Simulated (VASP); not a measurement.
# VFeC4N4 (P-43m) in VASP: a series of runs, part 2 of 2

VASP 6.6.1.

## 3. Single point, PBE, collinear spin, ferromagnetic start

This run uses another cell than the first one, of 20.63 Å³/atom.

Contents of INCAR:

```
PREC = Accurate ; ENCUT = 520
EDIFF = 1E-7 ; ISMEAR = 0
SIGMA = 0.1 ; LREAL = False
LASPH = True ; NELM = 150
ALGO = Normal ; ISIF = 2
LWAVE = False ; LCHARG = True
ISPIN = 2 ; MAGMOM = 2 4 0 0 0 0 0 0 0 0
LORBIT = 11 ; LMAXMIX = 4
GGA = PE ; LELF = True
LVHAR = True ; NBANDS = 44
```

Contents of KPOINTS:

```
regular mesh
0
Gamma
  4 4 4
```

Contents of POSCAR:

```
VFeC4N4
1.0
    5.9086026500      0.0000000000      0.0000000000
    0.0000000000      5.9086026500      0.0000000000
    0.0000000000      0.0000000000      5.9086026500
V Fe C N
1 1 4 4
Direct
    0.0000000000      0.0000000000      0.0000000000
    0.5000000000      0.5000000000      0.5000000000
    0.1873167900      0.1873167900      0.1873167900
    0.1873167900      0.8126832100      0.8126832100
    0.8126832100      0.1873167900      0.8126832100
    0.8126832100      0.8126832100      0.1873167900
    0.3016415900      0.3016415900      0.3016415900
    0.3016415900      0.6983584100      0.6983584100
    0.6983584100      0.3016415900      0.6983584100
    0.6983584100      0.6983584100      0.3016415900
```

Potentials or basis: VASP PAW PBE potentials, release 64 (V_sv, Fe, C, N).

Command:

```sh
> cat potpaw_PBE.64/V_sv/POTCAR potpaw_PBE.64/Fe/POTCAR potpaw_PBE.64/C/POTCAR potpaw_PBE.64/N/POTCAR > POTCAR
> mpirun -np 1 vasp_std > vasp.out
```

OUTCAR:

```text
PREC = Accurate
   ENCUT = 520
   EDIFF = 1E-7
   ISMEAR = 0
   LREAL = False
   LASPH = True
   NELM = 150
   ISIF = 2
   ISPIN = 2
   LORBIT = 11
   GGA = PE

 ion  position               nearest neighbor table
   1  0.000  0.000  0.000-   3 1.92   4 1.92   5 1.92   6 1.92
   2  0.500  0.500  0.500-   7 2.03   8 2.03   9 2.03  10 2.03
   3  0.187  0.187  0.187-   7 1.17   1 1.92
   4  0.187  0.813  0.813-   8 1.17   1 1.92
   5  0.813  0.187  0.813-   9 1.17   1 1.92
   6  0.813  0.813  0.187-  10 1.17   1 1.92
   7  0.302  0.302  0.302-   3 1.17   2 2.03
   8  0.302  0.698  0.698-   4 1.17   2 2.03
   9  0.698  0.302  0.698-   5 1.17   2 2.03
  10  0.698  0.698  0.302-   6 1.17   2 2.03

  LATTYP: Found a simple cubic cell.
 ALAT       =     5.9086026500

  Lattice vectors:

 A1 = (   5.9086026500,   0.0000000000,   0.0000000000)
 A2 = (   0.0000000000,   5.9086026500,   0.0000000000)
 A3 = (   0.0000000000,   0.0000000000,   5.9086026500)

Analysis of symmetry for initial positions (statically):
=====================================================================
 Subroutine PRICEL returns:
 Original cell was already a primitive cell.

 Routine SETGRP: Setting up the symmetry group for a
 simple cubic supercell.

 Subroutine GETGRP returns: Found 24 space group operations
 (whereof 24 operations were pure point group operations)
 out of a pool of 48 trial point group operations.

The static configuration has the point symmetry T_d .

Analysis of symmetry for dynamics (positions and initial velocities):
[... 191 lines left out ...]
      6     -18.5217      1.00000
[... 419 lines left out ...]
     39       4.9118      0.00000
     40       4.9118      0.00000
 Fermi energy:        -0.0905269471

 spin component 2

 k-point     1 :       0.0000    0.0000    0.0000
  band No.  band energies     occupation
      1     -65.3700      1.00000
      2     -39.2785      1.00000
      3     -39.2785      1.00000
      4     -39.2785      1.00000
      5     -18.6780      1.00000
      6     -18.5691      1.00000
[... 419 lines left out ...]
     39       4.6865      0.00000
     40       4.6865      0.00000
 [bands above 40 left out]

------------------------ aborting loop because EDIFF is reached ----------------------------------------

  FORCE on cell =-STRESS in cart. coord.  units (eV):
  Direction    XX          YY          ZZ          XY          YZ          ZX
  --------------------------------------------------------------------------------------
  -------------------------------------------------------------------------------------
  Total        3.1897087      3.1897087      3.1897087     -0.0000000      0.0000000     -0.0000000
  in kB       24.7746344     24.7746344     24.7746344     -0.0000000      0.0000000     -0.0000000
  external PRESSURE =      24.7746344 kB  Pullay stress =       0.0000000 kB

 VOLUME and BASIS-vectors are now :
 -----------------------------------------------------------------------------
  energy-cutoff  :      520.00
  volume of cell :      206.28
      direct lattice vectors                 reciprocal lattice vectors
     5.908602650  0.000000000  0.000000000     0.169244754  0.000000000  0.000000000
     0.000000000  5.908602650  0.000000000     0.000000000  0.169244754  0.000000000
     0.000000000  0.000000000  5.908602650     0.000000000  0.000000000  0.169244754

 POSITION                                       TOTAL-FORCE (eV/Angst)
 -----------------------------------------------------------------------------------
      0.00000      0.00000      0.00000        -0.000000      0.000000      0.000000
      2.95430      2.95430      2.95430        -0.000000     -0.000000      0.000000
      1.10678      1.10678      1.10678         0.173129      0.173129      0.173129
      1.10678      4.80182      4.80182         0.173129     -0.173129     -0.173129
      4.80182      1.10678      4.80182        -0.173129      0.173129     -0.173129
      4.80182      4.80182      1.10678        -0.173129     -0.173129      0.173129
      1.78228      1.78228      1.78228         1.326371      1.326371      1.326371
      1.78228      4.12632      4.12632         1.326371     -1.326371     -1.326371
      4.12632      1.78228      4.12632        -1.326371      1.326371     -1.326371
      4.12632      4.12632      1.78228        -1.326371     -1.326371      1.326371
 -----------------------------------------------------------------------------------
    total drift:                                0.000000      0.000000     -0.000000

  FREE ENERGIE OF THE ION-ELECTRON SYSTEM (eV)
  ---------------------------------------------------
  free  energy   TOTEN  =       -83.2590995474 eV

  energy  without entropy=      -83.2446217960  energy(sigma->0) =      -83.25186067

 total charge

# of ion       s       p       d       tot
------------------------------------------
    1        2.348   6.309   3.164  11.821
    2        0.312   0.422   6.068   6.802
    3        0.970   1.676   0.000   2.645
    4        0.970   1.676   0.000   2.645
    5        0.970   1.676   0.000   2.645
    6        0.970   1.676   0.000   2.645
    7        1.304   2.564   0.000   3.868
    8        1.304   2.564   0.000   3.868
    9        1.304   2.564   0.000   3.868
   10        1.304   2.564   0.000   3.868
--------------------------------------------------
tot         11.754  23.691   9.233  44.678

 magnetization (x)

# of ion       s       p       d       tot
------------------------------------------
    1       -0.017  -0.038  -1.628  -1.684
    2        0.017   0.058   3.114   3.189
    3        0.011   0.032   0.000   0.043
    4        0.011   0.032   0.000   0.043
    5        0.011   0.032   0.000   0.043
    6        0.011   0.032   0.000   0.043
    7        0.003  -0.079   0.000  -0.076
    8        0.003  -0.079   0.000  -0.076
    9        0.003  -0.079   0.000  -0.076
   10        0.003  -0.079   0.000  -0.076
--------------------------------------------------
tot          0.055  -0.170   1.486   1.371
```

stdout:

```text
POSCAR found type information on POSCAR V FeC N
 POSCAR found :  4 types and      10 ions
 scaLAPACK will be used
 LDA part: xc-table for (Slater+PW92), standard interpolation
 POSCAR, INCAR and KPOINTS ok, starting setup
 FFT: planning ... GRIDC
 FFT: planning ... GRID_SOFT
 FFT: planning ... GRID
 WAVECAR not read
 entering main loop
```

Wall time 5.7 min (1 thread of Intel Xeon Platinum 8259CL at 2.50GHz (Skylake/Cascade Lake), shared host); peak memory 0.48 GiB.

What came out:

```
Free energy                                           : -83.2591 eV
Pressure                                              : 2.5 GPa
Largest force                                         : 2.297 eV/Å
Band gap on the k mesh                                : zero (filled and empty bands overlap)
Net moment                                            : 1.00 μB per cell
Site moments                                          : V -1.68; Fe +3.19; C +0.04; N -0.08 μB
Valence electrons inside the program's atomic spheres : V 11.82; Fe 6.80; C 2.65; N 3.87
```

Forces on the atoms (eV/Å):
```
V    0.000  0.000  0.000
Fe   0.000  0.000  0.000
C    0.173  0.173  0.173
C    0.173 -0.173 -0.173
C   -0.173  0.173 -0.173
C   -0.173 -0.173  0.173
N    1.326  1.326  1.326
N    1.326 -1.326 -1.326
N   -1.326  1.326 -1.326
N   -1.326 -1.326  1.326
```

Caveat: a cell with one magnetic atom can't hold antiferromagnetic order, which such compounds often take; forces of over 1 eV/Å act on the atoms, so gaps and moduli don't describe the material at rest.
